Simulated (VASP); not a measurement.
# C (a cell with a defect) in VASP: notebook, part 3 of 3

VASP 6.6.1.

### Step 5. Single point, PBE

File INCAR:

```
SYSTEM = C
ALGO = Normal ; EDIFF = 1E-7
ENCUT = 520 ; GGA = PE
ISIF = 2 ; ISMEAR = 0
LASPH = .TRUE. ; LCHARG = .FALSE.
LREAL = Auto ; LWAVE = .FALSE.
NBANDS = 43 ; NELM = 80
PREC = Accurate ; SIGMA = 0.05
```

File KPOINTS:

```
k-points
0
G
  6 6 6
  0 0 0
```

File POSCAR:

```
C
1.0
    3.5715485858      0.0000000000     -3.5715485858
    0.0000000000      3.5715485858     -3.5715485858
    3.5715485858      3.5715485858      0.0000000000
C
15
Direct
    0.2500000000      0.2500000000      0.2500000000
    0.2500000000      0.7500000000      0.7500000000
    0.2500000000      0.7500000000      0.2500000000
    0.7500000000      0.2500000000      0.7500000000
    0.7500000000      0.2500000000      0.2500000000
    0.7500000000      0.7500000000      0.7500000000
    0.7500000000      0.7500000000      0.2500000000
    0.1250000000      0.1250000000      0.1250000000
    0.1250000000      0.1250000000      0.6250000000
    0.1250000000      0.6250000000      0.1250000000
    0.2118819881      0.4843750000      0.6518715060
    0.6250000000      0.1250000000      0.1250000000
    0.6250000000      0.1250000000      0.6250000000
    0.6250000000      0.6250000000      0.1250000000
    0.6250000000      0.6250000000      0.6250000000
```

Potentials or basis: VASP PAW PBE potentials, release 64 (C).

On the command line:

```bash
$ cat potpaw_PBE.64/C/POTCAR > POTCAR
$ mpirun -np 1 vasp_std > vasp.out
```

OUTCAR:

```text
SYSTEM = C
   EDIFF = 1E-7
   ENCUT = 520
   GGA = PE
   ISIF = 2
   ISMEAR = 0
   LASPH = .TRUE.
   LREAL = Auto
   NELM = 80
   PREC = Accurate

 ion  position               nearest neighbor table
   1  0.250  0.250  0.250-   8 1.55   9 1.55  10 1.55  12 1.55
   2  0.250  0.750  0.750-   9 1.55  10 1.55  15 1.55  11 1.76
   3  0.250  0.750  0.250-   8 1.55  10 1.55  14 1.55  11 1.76
   4  0.750  0.250  0.750-   9 1.55  12 1.55  13 1.55  15 1.55
   5  0.750  0.250  0.250-   8 1.55  12 1.55  13 1.55  14 1.55
   6  0.750  0.750  0.750-  13 1.55  14 1.55  15 1.55  11 1.97
   7  0.750  0.750  0.250-  10 1.55  12 1.55  14 1.55  15 1.55
   8  0.125  0.125  0.125-   1 1.55   3 1.55   5 1.55
   9  0.125  0.125  0.625-   1 1.55   2 1.55   4 1.55
  10  0.125  0.625  0.125-   1 1.55   2 1.55   3 1.55   7 1.55
  11  0.212  0.484  0.652-   2 1.76   3 1.76  13 1.96   6 1.97
  12  0.625  0.125  0.125-   1 1.55   4 1.55   5 1.55   7 1.55
  13  0.625  0.125  0.625-   4 1.55   5 1.55   6 1.55  11 1.96
  14  0.625  0.625  0.125-   3 1.55   5 1.55   6 1.55   7 1.55
  15  0.625  0.625  0.625-   2 1.55   4 1.55   6 1.55   7 1.55

  LATTYP: Found a face centered cubic cell.
 ALAT       =     7.1430971716

  Lattice vectors:

 A1 = (   3.5715485858,   0.0000000000,  -3.5715485858)
 A2 = (   0.0000000000,   3.5715485858,  -3.5715485858)
 A3 = (   3.5715485858,   3.5715485858,   0.0000000000)

Analysis of symmetry for initial positions (statically):
=====================================================================
 Subroutine PRICEL returns:
 Original cell was already a primitive cell.

 Routine SETGRP: Setting up the symmetry group for a
 face centered cubic supercell.

 Subroutine GETGRP returns: Found  2 space group operations
 (whereof  2 operations were pure point group operations)
 out of a pool of 48 trial point group operations.

The static configuration has the point symmetry C_1h.

Analysis of symmetry for dynamics (positions and initial velocities):
=====================================================================
 Subroutine PRICEL returns:
 Original cell was already a primitive cell.

 Routine SETGRP: Setting up the symmetry group for a
 face centered cubic supercell.

 Subroutine GETGRP returns: Found  2 space group operations
 (whereof  2 operations were pure point group operations)
 out of a pool of 48 trial point group operations.

The dynamic configuration has the point symmetry C_1h.

 Subroutine INISYM returns: Found  2 space group operations
 (whereof  2 operations are pure point group operations),
 and found     1 'primitive' translations

----------------------------------------------------------------------------------------

                                     Primitive cell

  volume of cell :      91.1171

  direct lattice vectors                    reciprocal lattice vectors
     3.571548586  0.000000000 -3.571548586     0.139995296 -0.139995296 -0.139995296
     0.000000000  3.571548586 -3.571548586    -0.139995296  0.139995296 -0.139995296
     3.571548586  3.571548586  0.000000000     0.139995296  0.139995296  0.139995296
[... 96 lines left out ...]
   dimension x,y,z NGXF=    80 NGYF=   80 NGZF=   80
   ions per type =              15
   NGX,Y,Z   is equivalent  to a cutoff of  13.17, 13.17, 13.17 a.u.
   NGXF,Y,Z  is equivalent  to a cutoff of  26.33, 26.33, 26.33 a.u.
 SYSTEM =  C
   PREC   = accura    normal or accurate (medium, high low for compatibility)
   ISTART =      0    job   : 0-new  1-cont  2-samecut
   ICHARG =      2    charge: 1-file 2-atom 10-const
   ISPIN  =      1    spin polarized calculation?
   LNONCOLLINEAR =      F non collinear calculations
   LSORBIT =      F    spin-orbit coupling
   LASPH  =      T    aspherical Exc in radial PAW
   ENCUT  =  520.0 eV  38.22 Ry    6.18 a.u.   9.39  9.39  9.39*2*pi/ulx,y,z
   NELM   =     80;   NELMIN=  2; NELMDL= -5     # of ELM steps
   EDIFF  = 0.1E-06   stopping-criterion for ELM
   LREAL  =      T    real-space projection
   EDIFFG = 0.1E-05   stopping-criterion for IOM
   NSW    =      0    number of steps for IOM
   IBRION =     -1    ionic relax: 0-MD 1-quasi-New 2-CG
   NFREE  =      0    steps in history (QN), initial steepest desc. (CG)
   ISIF   =      2    stress and relaxation
   ISYM   =      2    0-nonsym 1-usesym 2-fastsym
   POTIM  = 0.5000    time-step for ionic-motion
   TEBEG  =    0.0;   TEEND  =   0.0 temperature during run
   PSTRESS=    0.0 pullay stress
   NELECT =      60.0000    total number of electrons
   NUPDOWN=      -1.0000    fix difference up-down
   EMIN   =  10.00;   EMAX   =-10.00  energy-range for DOS
   EFERMI =   0.00;   METHOD = LEGACY
   ISMEAR =     0;   SIGMA  =   0.05  broadening in eV -4-tet -1-fermi 0-gaus
   EFERMI_NEDOS =   21; number of points for ismear=-14 and -15
   IALGO  =     38    algorithm
   IMIX   =      4    mixing-type and parameters
     AMIX     =   0.40;   BMIX     =  1.00
     AMIX_MAG =   1.60;   BMIX_MAG =  1.00
  volume/ion in A,a.u.               =       6.07        40.99
  Fermi-wavevector in a.u.,A,eV,Ry     =   1.424269  2.691478 27.599992  2.028542
  Thomas-Fermi vector in A             =   2.544778
   LORBIT       =      0    0 simple, 1 ext, 2 COOP (PROOUT), +10 PAW based schemes
   GGA     = PE    functional components
   LHFCALC =     F    Hartree Fock is set to
   AEXX    =    0.0000 exact exchange contribution
   IVDW    =     0    specifies the selected vdW correction
   LEPSILON=     F    determine dielectric tensor
   LRPA    =     F    only Hartree local field effects (RPA)
 non-spin polarized calculation
 Gauss-broadening in eV      SIGMA  =   0.05
  energy-cutoff  :      520.00
  volume of cell :       91.12
 maximum number of plane-waves:      2475
 NGX is ok and might be reduce to    40
   NGX = 19   NGY = 19   NGZ = 19

 number of electron      59.9999995 magnetization

 Free energy of the ion-electron system (eV)
  ---------------------------------------------------
  ext. energy  EPLUGINS =         0.00000000
  ---------------------------------------------------
  free energy    TOTEN  =      -127.44334773 eV

  energy without entropy =     -127.44099586  energy(sigma->0) =     -127.44217180

 E-fermi :   9.1796     XC(G=0): -12.9826

 val. band max:        9.1661798610   @ k =   0.1667  -0.3333  -0.3333
 cond. band min:       9.1879463918   @ k =   0.0000  -0.3333   0.3333
 fundamental gap:      0.0217665308
 Fermi energy:         9.1796496347

 k-point     1 :       0.0000    0.0000    0.0000
  band No.  band energies     occupation
      1     -12.0238      2.00000
      2      -6.6448      2.00000
      3      -6.6269      2.00000
      4      -6.3961      2.00000
      5      -5.5465      2.00000
      6      -4.3046      2.00000
[... 1069 lines left out ...]
     41      17.2403      0.00000
     42      17.6132      0.00000

 [... further k-points ...]

 [bands above 42 left out]

------------------------ aborting loop because EDIFF is reached ----------------------------------------

  FORCE on cell =-STRESS in cart. coord.  units (eV):
  Direction    XX          YY          ZZ          XY          YZ          ZX
  --------------------------------------------------------------------------------------
  -------------------------------------------------------------------------------------
  Total       -6.8098637     -6.8098637     -3.4357912      7.9230584      8.0461386     -8.0461383
  in kB     -119.7427743   -119.7427743    -60.4140093    139.3168857    141.4810933   -141.4810885
  external PRESSURE =     -99.9665193 kB  Pullay stress =       0.0000000 kB

 VOLUME and BASIS-vectors are now :
 -----------------------------------------------------------------------------
  energy-cutoff  :      520.00
  volume of cell :       91.12
      direct lattice vectors                 reciprocal lattice vectors
     3.571548586  0.000000000 -3.571548586     0.139995296 -0.139995296 -0.139995296
     0.000000000  3.571548586 -3.571548586    -0.139995296  0.139995296 -0.139995296
     3.571548586  3.571548586  0.000000000     0.139995296  0.139995296  0.139995296

 POSITION                                       TOTAL-FORCE (eV/Angst)
 -----------------------------------------------------------------------------------
      1.78577      1.78577     -1.78577        -0.098348      0.098348     -0.681193
      3.57155      5.35732     -3.57155         2.436227     -0.172460     -0.274698
      1.78577      3.57155     -3.57155         0.172460     -2.436227     -0.274698
      5.35732      3.57155     -3.57155         0.309105      0.449822     -0.518355
      3.57155      1.78577     -3.57155        -0.449822     -0.309105     -0.518355
      5.35732      5.35732     -5.35732        -0.785619      0.785619      2.371592
      3.57155      3.57155     -5.35732        -0.056306      0.056306      0.015888
      0.89289      0.89289     -0.89289         2.133741      2.678302      2.370689
      2.67866      2.67866     -0.89289        -2.678302     -2.133741      2.370689
      0.89289      2.67866     -2.67866         0.034243     -0.034243     -0.052435
      3.08494      4.05816     -2.48672        -2.836022      2.836022     -0.838180
      2.67866      0.89289     -2.67866         0.069422     -0.069422      0.131970
      4.46444      2.67866     -2.67866         1.224974     -1.224974     -2.932059
      2.67866      2.67866     -4.46444        -0.120374     -0.644621     -0.585427
      4.46444      4.46444     -4.46444         0.644621      0.120374     -0.585427
 -----------------------------------------------------------------------------------
    total drift:                               -0.001996      0.001996     -0.001216

  FREE ENERGIE OF THE ION-ELECTRON SYSTEM (eV)
  ---------------------------------------------------
  free  energy   TOTEN  =      -127.4433477339 eV

  energy  without entropy=     -127.4409958565  energy(sigma->0) =     -127.44217180
```

Run time: 18 min. Hardware: 1 thread of Intel Xeon 8259CL, shared host; peak memory 0.33 GiB.

Results:

```
Free energy            : -127.4433 eV
Pressure               : -10.0 GPa
Largest force          : 4.165 eV/Å
Band gap on the k mesh : zero (bands 30 and 31 overlap by 2.66 eV)
```

Forces in eV/Å, atoms in the order of the input:
```
C   -0.098  0.098 -0.681
C    2.436 -0.172 -0.275
C    0.172 -2.436 -0.275
C    0.309  0.450 -0.518
C   -0.450 -0.309 -0.518
C   -0.786  0.786  2.372
C   -0.056  0.056  0.016
C    2.134  2.678  2.371
C   -2.678 -2.134  2.371
C    0.034 -0.034 -0.052
C   -2.836  2.836 -0.838
C    0.069 -0.069  0.132
C    1.225 -1.225 -2.932
C   -0.120 -0.645 -0.585
C    0.645  0.120 -0.585
```

Levels at points of the mesh, in eV from the Fermi level:
| k point | band 28 | band 29 | band 30 | band 31 | band 32 | band 33 |
| --- | --- | --- | --- | --- | --- | --- |
| (0.00, 0.00, 0.00) | -1.42 | -1.24 | 2.34 | 2.43 | 2.87 | 3.31 |
| (0.50, 0.00, 0.00) | -2.59 | -1.97 | -1.96 | 1.94 | 2.29 | 4.47 |
| (0.00, 0.50, 0.00) | -1.44 | -1.11 | -0.37 | 0.19 | 0.66 | 5.66 |
| (0.00, 0.00, 0.50) | -2.33 | -1.97 | -1.96 | 1.77 | 2.76 | 3.57 |
| (0.50, 0.50, 0.00) | -3.37 | -1.97 | -1.80 | -0.05 | 2.21 | 3.28 |
| (0.00, 0.50, 0.50) | -3.32 | -1.74 | -1.51 | -0.25 | 1.62 | 3.96 |

Caveat: the cell differs from its parent crystal (atoms taken out, atom 11 moved 0.375 of the way to it and -0.175 Å across, host rigid).

### Step 6. Single point, PBE

File INCAR:

```
SYSTEM = C
PREC = Accurate
ENCUT = 520
EDIFF = 1E-7
ISMEAR = 0
SIGMA = 0.05
LREAL = Auto
LASPH = .True.
NELM = 100
ALGO = Normal
ISIF = 2
LWAVE = .False.
LCHARG = .False.
GGA = PE
NBANDS = 43
```

File KPOINTS:

```
Automatic mesh
0
Gamma
  6 6 6
  0 0 0
```

Edit POSCAR of step 5 so:

```diff
@@ -18,3 +18,3 @@
     0.1250000000      0.6250000000      0.1250000000
-    0.2118819881      0.4843750000      0.6518715060
+    0.1006180119      0.5781250000      0.6606284940
     0.6250000000      0.1250000000      0.1250000000
```

Potentials or basis: VASP PAW PBE potentials, release 64 (C).

On the command line:

```bash
$ cat potpaw_PBE.64/C/POTCAR > POTCAR
$ mpirun -np 1 vasp_std > vasp.out
```

OUTCAR:

```text
SYSTEM = C
   PREC = Accurate
   ENCUT = 520
   EDIFF = 1E-7
   ISMEAR = 0
   LREAL = Auto
   LASPH = .True.
   NELM = 100
   ISIF = 2
   GGA = PE

 ion  position               nearest neighbor table
   1  0.250  0.250  0.250-   8 1.55   9 1.55  10 1.55  12 1.55
   2  0.250  0.750  0.750-   9 1.55  10 1.55  15 1.55  11 1.71
   3  0.250  0.750  0.250-   8 1.55  10 1.55  14 1.55  11 1.71
   4  0.750  0.250  0.750-   9 1.55  12 1.55  13 1.55  15 1.55
   5  0.750  0.250  0.250-   8 1.55  12 1.55  13 1.55  14 1.55
   6  0.750  0.750  0.750-  11 1.47  13 1.55  14 1.55  15 1.55
   7  0.750  0.750  0.250-  10 1.55  12 1.55  14 1.55  15 1.55
   8  0.125  0.125  0.125-   1 1.55   3 1.55   5 1.55
   9  0.125  0.125  0.625-   1 1.55   2 1.55   4 1.55
  10  0.125  0.625  0.125-   1 1.55   2 1.55   3 1.55   7 1.55
  11  0.101  0.578  0.661-   6 1.47   3 1.71   2 1.71
  12  0.625  0.125  0.125-   1 1.55   4 1.55   5 1.55   7 1.55
  13  0.625  0.125  0.625-   4 1.55   5 1.55   6 1.55
  14  0.625  0.625  0.125-   3 1.55   5 1.55   6 1.55   7 1.55
  15  0.625  0.625  0.625-   2 1.55   4 1.55   6 1.55   7 1.55

[... 1304 lines left out ...]
  Direction    XX          YY          ZZ          XY          YZ          ZX
  --------------------------------------------------------------------------------------
  -------------------------------------------------------------------------------------
  Total       -1.8006335     -1.8006335     -6.9290883      0.7318693      3.3471275     -3.3471283
  in kB      -31.6618452    -31.6618452   -121.8391882     12.8689886     58.8549725    -58.8549861
  external PRESSURE =     -61.7209595 kB  Pullay stress =       0.0000000 kB

 VOLUME and BASIS-vectors are now :
 -----------------------------------------------------------------------------
  energy-cutoff  :      520.00
  volume of cell :       91.12
      direct lattice vectors                 reciprocal lattice vectors
     3.571548586  0.000000000 -3.571548586     0.139995296 -0.139995296 -0.139995296
     0.000000000  3.571548586 -3.571548586    -0.139995296  0.139995296 -0.139995296
     3.571548586  3.571548586  0.000000000     0.139995296  0.139995296  0.139995296

 POSITION                                       TOTAL-FORCE (eV/Angst)
 -----------------------------------------------------------------------------------
      1.78577      1.78577     -1.78577        -0.085251      0.085251     -0.784155
      3.57155      5.35732     -3.57155         0.867955      0.149636      0.962172
      1.78577      3.57155     -3.57155        -0.149636     -0.867955      0.962172
      5.35732      3.57155     -3.57155        -0.129236      0.747795      0.090360
      3.57155      1.78577     -3.57155        -0.747795      0.129236      0.090360
      5.35732      5.35732     -5.35732        -0.763220      0.763220      2.334385
      3.57155      3.57155     -5.35732         0.027078     -0.027078     -0.082134
      0.89289      0.89289     -0.89289         2.157053      2.221012      2.037406
      2.67866      2.67866     -0.89289        -2.221012     -2.157053      2.037406
      0.89289      2.67866     -2.67866         0.006339     -0.006339     -0.355516
      2.71883      4.42427     -2.42416        -0.597055      0.597055     -6.616031
      2.67866      0.89289     -2.67866         0.073567     -0.073567      0.051406
      4.46444      2.67866     -2.67866         2.288480     -2.288480     -2.038387
      2.67866      2.67866     -4.46444         0.016245      0.743513      0.655278
      4.46444      4.46444     -4.46444        -0.743513     -0.016245      0.655278
 -----------------------------------------------------------------------------------
    total drift:                               -0.001400      0.001400      0.001995

  FREE ENERGIE OF THE ION-ELECTRON SYSTEM (eV)
  ---------------------------------------------------
  free  energy   TOTEN  =      -129.3217116601 eV

  energy  without entropy=     -129.3182047046  energy(sigma->0) =     -129.31995818
```

Run time: 17 min. Hardware: 1 thread of Intel Xeon 8259CL, shared host; peak memory 0.33 GiB.

Results:

```yaml
Free_energy: -129.3217 eV
Pressure: -6.2 GPa
Largest_force: 6.670 eV/Å
Band_gap_on_the_k_mesh: zero (bands 30 and 31 overlap by 1.89 eV)
```

Forces in eV/Å, atoms in the order of the input:
```
C   -0.085  0.085 -0.784
C    0.868  0.150  0.962
C   -0.150 -0.868  0.962
C   -0.129  0.748  0.090
C   -0.748  0.129  0.090
C   -0.763  0.763  2.334
C    0.027 -0.027 -0.082
C    2.157  2.221  2.037
C   -2.221 -2.157  2.037
C    0.006 -0.006 -0.356
C   -0.597  0.597 -6.616
C    0.074 -0.074  0.051
C    2.288 -2.288 -2.038
C    0.016  0.744  0.655
C   -0.744 -0.016  0.655
```

Caveat: the cell differs from its parent crystal (atoms taken out, atom 11 moved 0.125 of the way to it and +0.175 Å across, host rigid).

### Step 7. The runs side by side

```tsv
cell	gap on the mesh (eV)	pressure (GPa)	largest force (eV/Å)
as given, atomic positions A	none	-1.0	8.39
as given, atomic positions B	none	6.5	9.58
as given, atomic positions C	none	3.7	19.58
as given, atomic positions D	none	-10.0	4.16
as given, atomic positions E	none	-6.2	6.67
```

Alike in all rows: task single point; level PBE; potentials or basis VASP PAW PBE potentials, release 64 (C); no spin polarisation; k mesh 6 × 6 × 6; cutoff (eV) 520; smearing gaussian 0.05 eV.

Absolute energies hang on the potentials; compare differences alone.

The gap in the log of VASP goes by the Fermi energy; the results here count the filled bands.